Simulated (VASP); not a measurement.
## SnO: electric field gradients with PBEsol

The system is SnO.

```
Sn O
1.0
     3.80200    0.03802    0.03802
     0.03802    3.80200    0.03802
     0.04836    0.04836    4.83600
Sn O
2 2
Direct
  0.00000 0.50000 0.23850
  0.50000 0.00000 0.76150
  0.00000 0.00000 0.00000
  0.50000 0.50000 0.00000
```

This cell differs from its parent crystal: equal xy, yz and zx shear strains of +2 %.

```json
{
 "Program": "VASP 6.6.1",
 "Task": "electric field gradients",
 "Functional": "PBEsol",
 "Potentials or basis": "VASP PAW PBE potentials, release 64 (Sn_d, O)",
 "Cutoff": "520 eV",
 "k mesh": "8 × 8 × 6",
 "Occupations": "fermi-dirac, width 0.01 eV",
 "Spin": "no spin polarisation",
 "Dipole correction": "no",
 "Further INCAR settings": "ALGO = Normal; EDIFF = 1e-08; NBANDS = 28"
}
```

```json
{
  "Pressure": "0.3 GPa",
  "Largest force": "0.231 eV/Å",
  "Band gap on the k mesh": "zero (filled and empty bands overlap)",
  "Largest electric field gradient by atom": "Sn -163.9; O -7.3 V/Å²"
}
```

Forces in eV/Å, atoms in the order of the input:
```
Sn  -0.116 -0.116  0.162
Sn   0.116  0.116 -0.162
O   -0.075  0.075  0.000
O    0.075 -0.075  0.000
```

Stress tensor (GPa, compression positive):
```
 0.45 -1.63 -1.06
-1.63  0.45 -1.06
-1.06 -1.06  0.00
```

Levels at points of the mesh, in eV from the Fermi level:
```tsv
k point	band 18	band 19	band 20	band 21	band 22	band 23
(0.00, 0.00, 0.00)	-3.34	-3.07	-0.01	2.03	4.26	4.59
(0.50, 0.00, 0.00)	-4.88	-2.80	-2.71	3.04	3.24	5.75
(0.50, 0.50, 0.00)	-2.44	-1.95	-1.87	-0.01	0.02	4.27
(0.00, 0.00, 0.50)	-3.14	-3.09	-2.26	1.56	2.83	2.98
(0.50, 0.00, 0.50)	-4.84	-1.84	-1.68	2.42	2.63	5.33
(0.50, 0.50, 0.50)	-2.62	-2.60	-2.44	2.27	2.31	3.93
```

Electric field gradients, principal values (V/Å²):
| atom | least | middle | greatest (by size) |
| --- | --- | --- | --- |
| 1 Sn | 80.670 | 83.256 | -163.925 |
| 2 Sn | 80.670 | 83.256 | -163.925 |
| 3 O | 1.924 | 5.420 | -7.344 |
| 4 O | 1.924 | 5.420 | -7.344 |

Wall time 3.6 min on 1 thread of Intel(R) Xeon(R) Platinum 8488C (Sapphire Rapids) (shared host), peak memory 0.3 GiB.

Caveat: the cell differs from its parent crystal (equal xy, yz and zx shear strains of +2 %); semilocal functionals underestimate gaps, and a narrow one can read as zero; without QUAD_EFG the Cq values of the log hold for a quadrupole moment of 1 mb, not for the nuclei; the PAW data sets were made with another functional, which shifts forces and pressure a little; spin-orbit coupling is left out, which moves the levels of the heavy elements.
